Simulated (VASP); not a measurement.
# TaSi2 (P6_422) in VASP: single point with PBE

Aim: the single point of TaSi2 with PBE.

Everything below comes from runs of VASP 6.6.1. Logs are shortened: lines on timing, memory, paths and dates and some standing lists are left out, and cuts for length are marked.

## 1. The cell of the first run

It takes space group P6_422 (No. 181, hexagonal). Conventional cell: a = 4.806 Å, b = 4.806 Å, c = 6.597 Å, α = 90.00°, β = 90.00°, γ = 120.00°. Within 3.5 Å of Ta (site symmetry 222) lie 10 Si at 2.62 to 2.84 Å and 4 Ta at 3.26 Å. Si (site symmetry 2) has 9 Si at 2.57 to 3.34 Å and 5 Ta at 2.62 to 2.84 Å within 3.4 Å.

## 2. Single point, PBE

Input file INCAR:

```
PREC = Accurate
ENCUT = 520
EDIFF = 1E-6
ISMEAR = 0
SIGMA = 0.1
LREAL = False
LASPH = True
NELM = 100
ALGO = Normal
ISIF = 2
LWAVE = False
LCHARG = False
GGA = PE
NBANDS = 38
```

Input file KPOINTS:

```
Automatic mesh
0
Gamma
  12 12 6
```

Input file POSCAR:

```
TaSi2
1.0
    4.8061594343      0.0000000000      0.0000000000
   -2.4030797172      4.1622561648      0.0000000000
    0.0000000000      0.0000000000      6.5968594032
Ta Si
3 6
Direct
    0.5000000000      0.0000000000      0.0000000000
    0.5000000000      0.5000000000      0.6666666667
    0.0000000000      0.5000000000      0.3333333333
    0.1588648670      0.3177297339      0.0000000000
    0.8411351330      0.1588648670      0.6666666667
    0.6822702661      0.8411351330      0.3333333333
    0.8411351330      0.6822702661      0.0000000000
    0.1588648670      0.8411351330      0.6666666667
    0.3177297339      0.1588648670      0.3333333333
```

Potentials or basis: VASP PAW PBE potentials, release 64 (Ta_pv, Si).

Run with:

```bash
$ cat potpaw_PBE.64/Ta_pv/POTCAR potpaw_PBE.64/Si/POTCAR > POTCAR
$ mpirun -np 1 vasp_std > vasp.out
```

OUTCAR:

```text
PREC = Accurate
   ENCUT = 520
   EDIFF = 1E-6
   ISMEAR = 0
   LREAL = False
   LASPH = True
   NELM = 100
   ISIF = 2
   GGA = PE

 ion  position               nearest neighbor table
   1  0.500  0.000  0.000-   5 2.62   8 2.62   6 2.62   9 2.62   4 2.74   7 2.74   4 2.74   7 2.74
                             4 2.84   7 2.84   3 3.26   3 3.26   2 3.26   2 3.26
   2  0.500  0.500  0.667-   4 2.62   7 2.62   6 2.62   9 2.62   8 2.74   5 2.74   8 2.74   5 2.74
                             8 2.84   5 2.84   1 3.26   1 3.26   3 3.26   3 3.26
   3  0.000  0.500  0.333-   4 2.62   7 2.62   5 2.62   8 2.62   6 2.74   9 2.74   9 2.74   6 2.74
                             6 2.84   9 2.84   1 3.26   1 3.26   2 3.26   2 3.26
   4  0.159  0.318  0.000-   9 2.57   5 2.57   2 2.62   3 2.62   7 2.64   1 2.74   1 2.74   1 2.84
                             7 2.84   7 2.84
   5  0.841  0.159  0.667-   4 2.57   6 2.57   1 2.62   3 2.62   8 2.64   2 2.74   2 2.74   2 2.84
                             8 2.84   8 2.84
   6  0.682  0.841  0.333-   7 2.57   5 2.57   1 2.62   2 2.62   9 2.64   3 2.74   3 2.74   3 2.84
                             9 2.84   9 2.84
   7  0.841  0.682  0.000-   6 2.57   8 2.57   2 2.62   3 2.62   4 2.64   1 2.74   1 2.74   1 2.84
                             4 2.84   4 2.84
   8  0.159  0.841  0.667-   7 2.57   9 2.57   1 2.62   3 2.62   5 2.64   2 2.74   2 2.74   2 2.84
                             5 2.84   5 2.84
   9  0.318  0.159  0.333-   4 2.57   8 2.57   1 2.62   2 2.62   6 2.64   3 2.74   3 2.74   3 2.84
                             6 2.84   6 2.84

  LATTYP: Found a hexagonal cell.
 ALAT       =     4.8061594343
 C/A-ratio  =     1.3725843875

  Lattice vectors:

 A1 = (   4.8061594343,   0.0000000000,   0.0000000000)
 A2 = (  -2.4030797172,   4.1622561648,   0.0000000000)
 A3 = (   0.0000000000,   0.0000000000,   6.5968594032)

Analysis of symmetry for initial positions (statically):
=====================================================================
 Subroutine PRICEL returns:
 Original cell was already a primitive cell.

 Routine SETGRP: Setting up the symmetry group for a
 hexagonal supercell.

 Subroutine GETGRP returns: Found 12 space group operations
 (whereof  4 operations were pure point group operations)
 out of a pool of 24 trial point group operations.

The static configuration has the point symmetry D_2 .
 The point group associated with its full space group is D_6 .

Analysis of symmetry for dynamics (positions and initial velocities):
=====================================================================
 Subroutine PRICEL returns:
 Original cell was already a primitive cell.

 Routine SETGRP: Setting up the symmetry group for a
 hexagonal supercell.

 Subroutine GETGRP returns: Found 12 space group operations
 (whereof  4 operations were pure point group operations)
 out of a pool of 24 trial point group operations.

The dynamic configuration has the point symmetry D_2 .
 The point group associated with its full space group is D_6 .

 Subroutine INISYM returns: Found 12 space group operations
 (whereof  4 operations are pure point group operations),
 and found     1 'primitive' translations

----------------------------------------------------------------------------------------

                                     Primitive cell

  volume of cell :     131.9667

  direct lattice vectors                    reciprocal lattice vectors
     4.806159434  0.000000000  0.000000000     0.208066339  0.120127157  0.000000000
    -2.403079717  4.162256165  0.000000000     0.000000000  0.240254314  0.000000000
     0.000000000  0.000000000  6.596859403     0.000000000  0.000000000  0.151587284

  length of vectors
     4.806159434  4.806159434  6.596859403     0.240254314  0.240254314  0.151587284

  position of ions in fractional coordinates (direct lattice)
     0.500000000  0.000000000  0.000000000
     0.500000000  0.500000000  0.666666667
     0.000000000  0.500000000  0.333333333
     0.158864867  0.317729734  0.000000000
     0.841135133  0.158864867  0.666666667
     0.682270266  0.841135133  0.333333333
     0.841135133  0.682270266  0.000000000
     0.158864867  0.841135133  0.666666667
     0.317729734  0.158864867  0.333333333

  ion indices of the primitive-cell ions
   primitive index   ion index
                 1           1
                 2           2
                 3           3
                 4           4
                 5           5
                 6           6
                 7           7
                 8           8
                 9           9

----------------------------------------------------------------------------------------

 KPOINTS: Automatic mesh

Automatic generation of k-mesh.
 Grid dimensions read from file:
 generate k-points for:   12   12    6

 Generating k-lattice:

  Cartesian coordinates                     Fractional coordinates (reciprocal lattice)
     0.017338862  0.010010596  0.000000000     0.083333333  0.000000000  0.000000000
     0.000000000  0.020021193  0.000000000     0.000000000  0.083333333  0.000000000
     0.000000000  0.000000000  0.025264547     0.000000000  0.000000000  0.166666667

  Length of vectors
     0.020021193  0.020021193  0.025264547

  Shift w.r.t. Gamma in fractional coordinates (k-lattice)
     0.000000000  0.000000000  0.000000000

 Subroutine IBZKPT returns following result:
 ===========================================

 Found     76 irreducible k-points:

 Following reciprocal coordinates:
            Coordinates               Weight
  0.000000  0.000000  0.000000      1.000000
  0.083333  0.000000  0.000000      6.000000
  0.166667  0.000000  0.000000      6.000000
  0.250000  0.000000  0.000000      6.000000
  0.333333 -0.000000  0.000000      6.000000
  0.416667  0.000000  0.000000      6.000000
[... 16 lines left out ...]
  0.250000  0.000000  0.166667     12.000000
  0.333333 -0.000000  0.166667     12.000000
 [... further k-points ...]
   k-points           NKPTS =     76   k-points in BZ     NKDIM =     76   number of bands    NBANDS=     38
   number of dos      NEDOS =    301   number of ions     NIONS =      9
   total plane-waves  NPLWV =  64800
   dimension x,y,z NGX =    36 NGY =   36 NGZ =   50
   dimension x,y,z NGXF=    72 NGYF=   72 NGZF=  100
   ions per type =               3   6
   NGX,Y,Z   is equivalent  to a cutoff of  12.45, 12.45, 12.60 a.u.
   NGXF,Y,Z  is equivalent  to a cutoff of  24.90, 24.90, 25.20 a.u.
 SYSTEM =  unknown system
   PREC   = accura    normal or accurate (medium, high low for compatibility)
   ISTART =      0    job   : 0-new  1-cont  2-samecut
   ICHARG =      2    charge: 1-file 2-atom 10-const
   ISPIN  =      1    spin polarized calculation?
   LNONCOLLINEAR =      F non collinear calculations
   LSORBIT =      F    spin-orbit coupling
   LASPH  =      T    aspherical Exc in radial PAW
   ENCUT  =  520.0 eV  38.22 Ry    6.18 a.u.   8.94  8.94 12.27*2*pi/ulx,y,z
   NELM   =    100;   NELMIN=  2; NELMDL= -5     # of ELM steps
   EDIFF  = 0.1E-05   stopping-criterion for ELM
   LREAL  =      F    real-space projection
   EDIFFG = 0.1E-04   stopping-criterion for IOM
   NSW    =      0    number of steps for IOM
   IBRION =     -1    ionic relax: 0-MD 1-quasi-New 2-CG
   NFREE  =      0    steps in history (QN), initial steepest desc. (CG)
   ISIF   =      2    stress and relaxation
   ISYM   =      2    0-nonsym 1-usesym 2-fastsym
   POTIM  = 0.5000    time-step for ionic-motion
   TEBEG  =    0.0;   TEEND  =   0.0 temperature during run
   PSTRESS=    0.0 pullay stress
   NELECT =      57.0000    total number of electrons
   NUPDOWN=      -1.0000    fix difference up-down
   EMIN   =  10.00;   EMAX   =-10.00  energy-range for DOS
   EFERMI =   0.00;   METHOD = LEGACY
   ISMEAR =     0;   SIGMA  =   0.10  broadening in eV -4-tet -1-fermi 0-gaus
   EFERMI_NEDOS =   21; number of points for ismear=-14 and -15
   IALGO  =     38    algorithm
   IMIX   =      4    mixing-type and parameters
     AMIX     =   0.40;   BMIX     =  1.00
     AMIX_MAG =   1.60;   BMIX_MAG =  1.00
  volume/ion in A,a.u.               =      14.66        98.95
  Fermi-wavevector in a.u.,A,eV,Ry     =   1.237500  2.338535 20.836032  1.531405
  Thomas-Fermi vector in A             =   2.372064
   LORBIT       =      0    0 simple, 1 ext, 2 COOP (PROOUT), +10 PAW based schemes
   GGA     = PE    functional components
   LHFCALC =     F    Hartree Fock is set to
   AEXX    =    0.0000 exact exchange contribution
   IVDW    =     0    specifies the selected vdW correction
   LEPSILON=     F    determine dielectric tensor
   LRPA    =     F    only Hartree local field effects (RPA)
 non-spin polarized calculation
 Gauss-broadening in eV      SIGMA  =   0.10
  energy-cutoff  :      520.00
  volume of cell :      131.97
 maximum number of plane-waves:      3579
 NGX is ok and might be reduce to    36
   NGX = 17   NGY = 17   NGZ = 25

 number of electron      57.0000007 magnetization

 Free energy of the ion-electron system (eV)
  ---------------------------------------------------
  ext. energy  EPLUGINS =         0.00000000
  ---------------------------------------------------
  free energy    TOTEN  =       -72.26327634 eV

  energy without entropy =      -72.24577119  energy(sigma->0) =      -72.25452377

 E-fermi :   9.2253     XC(G=0): -12.0144

 val. band max:        9.2139151369   @ k =   0.3333   0.0833   0.5000
 cond. band min:       9.2396591212   @ k =   0.1667   0.0000   0.3333
 fundamental gap:      0.0257439843
 Fermi energy:         9.2253274606

 k-point     1 :       0.0000    0.0000    0.0000
  band No.  band energies     occupation
      1     -25.1907      2.00000
      2     -25.1858      2.00000
      3     -25.1858      2.00000
      4     -25.1201      2.00000
      5     -25.1201      2.00000
      6     -25.0323      2.00000
[... 30 lines left out ...]
     37      13.0778      0.00000
     38      13.1644      0.00000

 k-point     2 :       0.0833    0.0000    0.0000
  band No.  band energies     occupation
      1     -25.2015      2.00000
      2     -25.1874      2.00000
      3     -25.1758      2.00000
      4     -25.1207      2.00000
      5     -25.1192      2.00000
      6     -25.0348      2.00000
[... 894 lines left out ...]
 k-point    24 :       0.3333   -0.0000    0.1667
  band No.  band energies     occupation
      1     -25.2275      2.00000
      2     -25.2088      2.00000
      3     -25.1476      2.00000
      4     -25.1350      2.00000
      5     -25.1033      2.00000
      6     -25.0519      2.00000
[... 30 lines left out ...]
     37      13.2130      0.00000
     38      13.3844      0.00000

 [... further k-points ...]
[... 5 lines left out ...]
  --------------------------------------------------------------------------------------
  -------------------------------------------------------------------------------------
  Total        0.0476389      0.0476389      0.0784943     -0.0000000     -0.0000000      0.0000000
  in kB        0.5783734      0.5783734      0.9529814     -0.0000000     -0.0000000      0.0000000
  external PRESSURE =       0.7032427 kB  Pullay stress =       0.0000000 kB

 VOLUME and BASIS-vectors are now :
 -----------------------------------------------------------------------------
  energy-cutoff  :      520.00
  volume of cell :      131.97
      direct lattice vectors                 reciprocal lattice vectors
     4.806159434  0.000000000  0.000000000     0.208066339  0.120127157  0.000000000
    -2.403079717  4.162256165  0.000000000     0.000000000  0.240254314  0.000000000
     0.000000000  0.000000000  6.596859403     0.000000000  0.000000000  0.151587284

 POSITION                                       TOTAL-FORCE (eV/Angst)
 -----------------------------------------------------------------------------------
      2.40308      0.00000      0.00000         0.000000      0.000000      0.000000
      1.20154      2.08113      4.39791        -0.000000      0.000000      0.000000
     -1.20154      2.08113      2.19895         0.000000      0.000000      0.000000
      0.00000      1.32247      0.00000        -0.000000      0.001792      0.000000
      3.66086      0.66124      4.39791        -0.001552      0.000896     -0.000000
      1.25778      3.50102      2.19895        -0.001552     -0.000896     -0.000000
      2.40308      2.83978      0.00000         0.000000     -0.001792      0.000000
     -1.25778      3.50102      4.39791         0.001552     -0.000896     -0.000000
      1.14529      0.66124      2.19895         0.001552      0.000896      0.000000
 -----------------------------------------------------------------------------------
    total drift:                               -0.000000      0.000000      0.000000

  FREE ENERGIE OF THE ION-ELECTRON SYSTEM (eV)
  ---------------------------------------------------
  free  energy   TOTEN  =       -72.2632763365 eV

  energy  without entropy=      -72.2457711949  energy(sigma->0) =      -72.25452377
```

Run time: 6.8 min. Hardware: 1 thread of AMD EPYC 7R13 (Zen 3), shared host; peak memory 0.4 GiB.

Results:

* Free energy: -72.2633 eV
* Pressure: 0.1 GPa
* Band gap on the k mesh: zero (an odd number of electrons rules out a gap without spin polarisation)

Levels at points of the mesh, in eV from the Fermi level:
```csv
k point,band 27,band 28,band 29,band 30,band 31,band 32
"(0.00, 0.00, 0.00)",-2.17,-2.17,-1.49,0.73,2.93,2.93
"(0.50, 0.00, 0.00)",-0.73,-0.09,-0.06,0.85,1.14,1.52
"(0.00, 0.00, 0.50)",-1.79,-1.79,1.12,1.12,2.52,2.52
"(0.50, 0.00, 0.50)",-1.84,-0.69,-0.28,1.52,1.90,2.47
```

Caveat: spin-orbit coupling is left out, which moves the levels of the heavy elements.
